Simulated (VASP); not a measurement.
# CuSi16 (a cell with a defect) in VASP: single point with PBE

Aim: the single point of CuSi16 (a cell with a defect) with PBE.

Everything below comes from runs of VASP 6.6.1. Logs are shortened: lines on timing, memory, paths and dates and some standing lists are left out, and cuts for length are marked.

**1. The cell of the first run**

The cell holds a defect, 17 atoms: a = 7.679 Å, b = 7.679 Å, c = 7.679 Å, α = 60.00°, β = 60.00°, γ = 60.00°.

**2. Single point, PBE**

File INCAR:

```
PREC = Accurate
ENCUT = 520
EDIFF = 1E-6
ISMEAR = 0
SIGMA = 0.05
LREAL = Auto
LASPH = T
NELM = 80
ALGO = Normal
ISIF = 2
LWAVE = F
LCHARG = T
GGA = PE
LELF = T
LVHAR = T
NBANDS = 52
NELECT = 74.0
```

File KPOINTS:

```
Automatic mesh
0
Gamma
  2 2 2
```

File POSCAR:

```
CuSi16
1.0
    0.0000000000      5.4300000000      5.4300000000
    5.4300000000      0.0000000000      5.4300000000
    5.4300000000      5.4300000000      0.0000000000
Si Cu
16 1
Direct
    0.0049897790     -0.0041787293     -0.0027218232
    0.1304216390      0.1195660221      0.1192577348
   -0.0002407919     -0.0168431860      0.5116177716
    0.1247685083      0.1165771639      0.6241758748
   -0.0003118785      0.5116102210     -0.0186244015
    0.1244562615      0.6227129834      0.1165109576
   -0.0131707182      0.4895987109      0.4896865562
    0.1150238490      0.6124551565      0.6104225599
    0.4987196133      0.0149767035      0.0156087477
    0.6326659300      0.1331042357      0.1352423573
    0.4961339779     -0.0010728361      0.5089109576
    0.6158604972      0.1143560773      0.6446934622
    0.4958517495      0.5067578269      0.0002305709
    0.6157324125      0.6442832413      0.1136613260
    0.4831842541      0.5065897790      0.5064279006
    0.6145849908      0.6257923573      0.6270989871
    0.8093266114      0.3158380295      0.3151398711
```

Potentials or basis: VASP PAW PBE potentials, release 64 (Si, Cu).

Started as:

```bash
cat potpaw_PBE.64/Si/POTCAR potpaw_PBE.64/Cu/POTCAR > POTCAR
mpirun -np 1 vasp_std > vasp.out
```

OUTCAR:

```text
PREC = Accurate
   ENCUT = 520
   EDIFF = 1E-6
   ISMEAR = 0
   LREAL = Auto
   LASPH = T
   NELM = 80
   ISIF = 2
   GGA = PE
   NELECT = 74.0

 ion  position               nearest neighbor table
   1  0.005  0.996  0.997-   2 2.33   4 2.34   6 2.34  10 2.34
   2  0.130  0.120  0.119-   9 2.32   1 2.33  17 2.34   5 2.46   3 2.46
   3  1.000  0.983  0.512-   4 2.33   8 2.34  17 2.36  12 2.41   2 2.46
   4  0.125  0.117  0.624-   3 2.33  11 2.33   1 2.34   7 2.34
   5  1.000  0.512  0.981-   6 2.33   8 2.34  17 2.36  14 2.41   2 2.46
   6  0.124  0.623  0.117-   5 2.33  13 2.33   1 2.34   7 2.34
   7  0.987  0.490  0.490-   8 2.33  16 2.34   4 2.34   6 2.34
   8  0.115  0.612  0.610-  15 2.32   7 2.33   3 2.34   5 2.34
   9  0.499  0.015  0.016-   2 2.32  10 2.33  14 2.34  12 2.34
  10  0.633  0.133  0.135-   9 2.33   1 2.34  11 2.35  13 2.35
  11  0.496  0.999  0.509-  12 2.33   4 2.33  16 2.34  10 2.35
  12  0.616  0.114  0.645-  11 2.33   9 2.34  17 2.37   3 2.41  15 2.46
  13  0.496  0.507  0.000-  14 2.33   6 2.33  16 2.34  10 2.35
  14  0.616  0.644  0.114-  13 2.33   9 2.34  17 2.37   5 2.41  15 2.46
  15  0.483  0.507  0.506-  17 2.32   8 2.32  16 2.33  12 2.46  14 2.46
  16  0.615  0.626  0.627-  15 2.33   7 2.34  13 2.34  11 2.34
  17  0.809  0.316  0.315-  15 2.32   2 2.34   3 2.36   5 2.36  14 2.37  12 2.37

  LATTYP: Found a face centered cubic cell.
 ALAT       =    10.8600000000

  Lattice vectors:

 A1 = (   0.0000000000,   5.4300000000,   5.4300000000)
 A2 = (   5.4300000000,   0.0000000000,   5.4300000000)
 A3 = (   5.4300000000,   5.4300000000,   0.0000000000)

Analysis of symmetry for initial positions (statically):
=====================================================================
 Subroutine PRICEL returns:
 Original cell was already a primitive cell.

 Routine SETGRP: Setting up the symmetry group for a
 face centered cubic supercell.

 Subroutine GETGRP returns: Found  1 space group operations
 (whereof  1 operations were pure point group operations)
 out of a pool of 48 trial point group operations.

The static configuration has the point symmetry C_1 .

Analysis of symmetry for dynamics (positions and initial velocities):
=====================================================================
 Subroutine PRICEL returns:
 Original cell was already a primitive cell.

 Routine SETGRP: Setting up the symmetry group for a
 face centered cubic supercell.

 Subroutine GETGRP returns: Found  1 space group operations
 (whereof  1 operations were pure point group operations)
 out of a pool of 48 trial point group operations.

The dynamic configuration has the point symmetry C_1 .

 Subroutine INISYM returns: Found  1 space group operations
 (whereof  1 operations are pure point group operations),
 and found     1 'primitive' translations

----------------------------------------------------------------------------------------

                                     Primitive cell

  volume of cell :     320.2060

  direct lattice vectors                    reciprocal lattice vectors
     0.000000000  5.430000000  5.430000000    -0.092081031  0.092081031  0.092081031
     5.430000000  0.000000000  5.430000000     0.092081031 -0.092081031  0.092081031
     5.430000000  5.430000000  0.000000000     0.092081031  0.092081031 -0.092081031

  length of vectors
     7.679179644  7.679179644  7.679179644     0.159489025  0.159489025  0.159489025

  position of ions in fractional coordinates (direct lattice)
     0.004989779  0.995821271  0.997278177
     0.130421639  0.119566022  0.119257735
     0.999759208  0.983156814  0.511617772
     0.124768508  0.116577164  0.624175875
     0.999688122  0.511610221  0.981375599
     0.124456262  0.622712983  0.116510958
[... 9 lines left out ...]
     0.614584991  0.625792357  0.627098987
     0.809326611  0.315838030  0.315139871

  ion indices of the primitive-cell ions
   primitive index   ion index
                 1           1
                 2           2
                 3           3
                 4           4
                 5           5
                 6           6
[... 9 lines left out ...]
                16          16
                17          17

----------------------------------------------------------------------------------------

 KPOINTS: Automatic mesh

Automatic generation of k-mesh.
 Grid dimensions read from file:
 generate k-points for:    2    2    2

 Generating k-lattice:

  Cartesian coordinates                     Fractional coordinates (reciprocal lattice)
    -0.046040516  0.046040516  0.046040516     0.500000000  0.000000000  0.000000000
     0.046040516 -0.046040516  0.046040516     0.000000000  0.500000000  0.000000000
     0.046040516  0.046040516 -0.046040516     0.000000000  0.000000000  0.500000000

  Length of vectors
     0.079744512  0.079744512  0.079744512

  Shift w.r.t. Gamma in fractional coordinates (k-lattice)
     0.000000000  0.000000000  0.000000000

 Subroutine IBZKPT returns following result:
 ===========================================

 Found      8 irreducible k-points:

 Following reciprocal coordinates:
            Coordinates               Weight
  0.000000  0.000000  0.000000      1.000000
  0.500000  0.000000  0.000000      1.000000
  0.000000  0.500000  0.000000      1.000000
  0.000000  0.000000  0.500000      1.000000
  0.500000  0.500000  0.500000      1.000000
  0.500000  0.500000  0.000000      1.000000
  0.000000  0.500000  0.500000      1.000000
  0.500000  0.000000  0.500000      1.000000
   k-points           NKPTS =      8   k-points in BZ     NKDIM =      8   number of bands    NBANDS=     52
   number of dos      NEDOS =    301   number of ions     NIONS =     17
   total plane-waves  NPLWV = 216000
   dimension x,y,z NGX =    60 NGY =   60 NGZ =   60
   dimension x,y,z NGXF=   120 NGYF=  120 NGZF=  120
   ions per type =              16   1
   NGX,Y,Z   is equivalent  to a cutoff of  12.99, 12.99, 12.99 a.u.
   NGXF,Y,Z  is equivalent  to a cutoff of  25.98, 25.98, 25.98 a.u.
 SYSTEM =  unknown system
   PREC   = accura    normal or accurate (medium, high low for compatibility)
   ISTART =      0    job   : 0-new  1-cont  2-samecut
   ICHARG =      2    charge: 1-file 2-atom 10-const
   ISPIN  =      1    spin polarized calculation?
   LNONCOLLINEAR =      F non collinear calculations
   LSORBIT =      F    spin-orbit coupling
   LASPH  =      T    aspherical Exc in radial PAW
   ENCUT  =  520.0 eV  38.22 Ry    6.18 a.u.  14.28 14.28 14.28*2*pi/ulx,y,z
   NELM   =     80;   NELMIN=  2; NELMDL= -5     # of ELM steps
   EDIFF  = 0.1E-05   stopping-criterion for ELM
   LREAL  =      T    real-space projection
   EDIFFG = 0.1E-04   stopping-criterion for IOM
   NSW    =      0    number of steps for IOM
[... 5 lines left out ...]
   TEBEG  =    0.0;   TEEND  =   0.0 temperature during run
   PSTRESS=    0.0 pullay stress
   NELECT =      74.0000    total number of electrons
   NUPDOWN=      -1.0000    fix difference up-down
   EMIN   =  10.00;   EMAX   =-10.00  energy-range for DOS
   EFERMI =   0.00;   METHOD = LEGACY
   ISMEAR =     0;   SIGMA  =   0.05  broadening in eV -4-tet -1-fermi 0-gaus
   EFERMI_NEDOS =   21; number of points for ismear=-14 and -15
   IALGO  =     38    algorithm
   IMIX   =      4    mixing-type and parameters
     AMIX     =   0.40;   BMIX     =  1.00
     AMIX_MAG =   1.60;   BMIX_MAG =  1.00
  volume/ion in A,a.u.               =      18.84       127.11
  Fermi-wavevector in a.u.,A,eV,Ry     =   1.004636  1.898488 13.732283  1.009294
  Thomas-Fermi vector in A             =   2.137265
   LORBIT       =      0    0 simple, 1 ext, 2 COOP (PROOUT), +10 PAW based schemes
   GGA     = PE    functional components
   LHFCALC =     F    Hartree Fock is set to
   AEXX    =    0.0000 exact exchange contribution
   IVDW    =     0    specifies the selected vdW correction
   LEPSILON=     F    determine dielectric tensor
   LRPA    =     F    only Hartree local field effects (RPA)
 non-spin polarized calculation
 Gauss-broadening in eV      SIGMA  =   0.05
  energy-cutoff  :      520.00
  volume of cell :      320.21
 maximum number of plane-waves:      8646
 NGX is ok and might be reduce to    60
   NGX = 29   NGY = 29   NGZ = 29

 number of electron      74.0000001 magnetization

 Free energy of the ion-electron system (eV)
  ---------------------------------------------------
  ext. energy  EPLUGINS =         0.00000000
  ---------------------------------------------------
  free energy    TOTEN  =       -94.16529797 eV

  energy without entropy =      -94.16485465  energy(sigma->0) =      -94.16507631

 E-fermi :   6.3995     XC(G=0):  -9.6135

 val. band max:        6.3150201491   @ k =   0.0000   0.0000   0.0000
 cond. band min:       6.4830471936   @ k =   0.0000   0.0000   0.0000
 fundamental gap:      0.1680270445
 Fermi energy:         6.3995232938

 k-point     1 :       0.0000    0.0000    0.0000
  band No.  band energies     occupation
      1      -5.9026      2.00000
      2      -3.5636      2.00000
      3      -3.5198      2.00000
      4      -3.4895      2.00000
      5      -3.4736      2.00000
      6      -1.9566      2.00000
[... 41 lines left out ...]
     48       8.4088      0.00000
     49       8.5030      0.00000

 k-point     2 :       0.5000    0.0000    0.0000
  band No.  band energies     occupation
      1      -5.1873      2.00000
      2      -4.9892      2.00000
      3      -3.3318      2.00000
      4      -3.2461      2.00000
      5      -3.1208      2.00000
      6      -3.1077      2.00000
[... 41 lines left out ...]
     48       9.8340      0.00000
     49       9.9131      0.00000

 k-point     3 :       0.0000    0.5000    0.0000
  band No.  band energies     occupation
      1      -5.1794      2.00000
      2      -5.0053      2.00000
      3      -3.3374      2.00000
      4      -3.2168      2.00000
      5      -3.1109      2.00000
      6      -3.1021      2.00000
[... 249 lines left out ...]
     48      10.4337      0.00000
     49      10.4757      0.00000

 k-point     8 :       0.5000    0.0000    0.5000
  band No.  band energies     occupation
      1      -4.9357      2.00000
      2      -4.7216      2.00000
      3      -3.9231      2.00000
      4      -3.7759      2.00000
      5      -3.7538      2.00000
      6      -3.7372      2.00000
[... 41 lines left out ...]
     48      10.4311      0.00000
     49      10.4794      0.00000
 [bands above 49 left out]

------------------------ aborting loop because EDIFF is reached ----------------------------------------

  FORCE on cell =-STRESS in cart. coord.  units (eV):
  Direction    XX          YY          ZZ          XY          YZ          ZX
  --------------------------------------------------------------------------------------
  -------------------------------------------------------------------------------------
  Total       -0.4768753     -0.8881581     -0.8862276      0.0527565      1.1762068      0.0339082
  in kB       -2.3860851     -4.4439726     -4.4343132      0.2639717      5.8852481      0.1696625
  external PRESSURE =      -3.7547903 kB  Pullay stress =       0.0000000 kB

 VOLUME and BASIS-vectors are now :
 -----------------------------------------------------------------------------
  energy-cutoff  :      520.00
  volume of cell :      320.21
      direct lattice vectors                 reciprocal lattice vectors
     0.000000000  5.430000000  5.430000000    -0.092081031  0.092081031  0.092081031
     5.430000000  0.000000000  5.430000000     0.092081031 -0.092081031  0.092081031
     5.430000000  5.430000000  0.000000000     0.092081031  0.092081031 -0.092081031

 POSITION                                       TOTAL-FORCE (eV/Angst)
 -----------------------------------------------------------------------------------
     10.82253      5.44231      5.43440         0.006518      0.014590      0.018553
      1.29681      1.35576      1.35743        -0.018479      0.030503      0.029550
      8.11663      8.20678     10.76723        -0.028401      0.013694     -0.026482
      4.02229      4.06677      1.31051        -0.007688     -0.011456     -0.010975
      8.10691     10.75718      8.20635        -0.019319     -0.016117      0.009619
      4.01399      1.30845      4.05713        -0.000548     -0.006735     -0.003585
[... 9 lines left out ...]
      6.80320      6.74234      6.73525         0.014252     -0.026450     -0.022941
      3.42621      6.10585      6.10964         0.001941      0.026737      0.023337
 -----------------------------------------------------------------------------------
    total drift:                                0.001123     -0.003548     -0.004390

  FREE ENERGIE OF THE ION-ELECTRON SYSTEM (eV)
  ---------------------------------------------------
  free  energy   TOTEN  =       -94.1652979721 eV

  energy  without entropy=      -94.1648546479  energy(sigma->0) =      -94.16507631
```

It took 5.4 min on 1 thread of Intel Xeon Platinum 8259CL at 2.50GHz (Skylake/Cascade Lake), shared host; peak memory 0.5 GiB.

What came out:

| Item | Value |
| --- | --- |
| Free energy | -94.1653 eV |
| Largest force | 0.047 eV/Å |

Forces in eV/Å, atoms in the order of the input:
```
Si   0.007  0.015  0.019
Si  -0.018  0.031  0.030
Si  -0.028  0.014 -0.026
Si  -0.008 -0.011 -0.011
Si  -0.019 -0.016  0.010
Si  -0.001 -0.007 -0.004
Si  -0.010 -0.032 -0.033
Si  -0.019 -0.019 -0.028
Si   0.001  0.019  0.020
Si   0.014  0.016  0.025
Si   0.012 -0.001  0.003
Si   0.013  0.011 -0.006
Si   0.018 -0.001  0.008
Si   0.019 -0.002  0.010
Si   0.003 -0.016 -0.016
Si   0.014 -0.026 -0.023
Cu   0.002  0.027  0.023
```

Caveat: the k points lie up to 0.50 Å⁻¹ apart; the cell carries a net charge on a neutralising background, which shifts energy and pressure; the cell is charged against a uniform background, so pressure and absolute levels hang on convention.
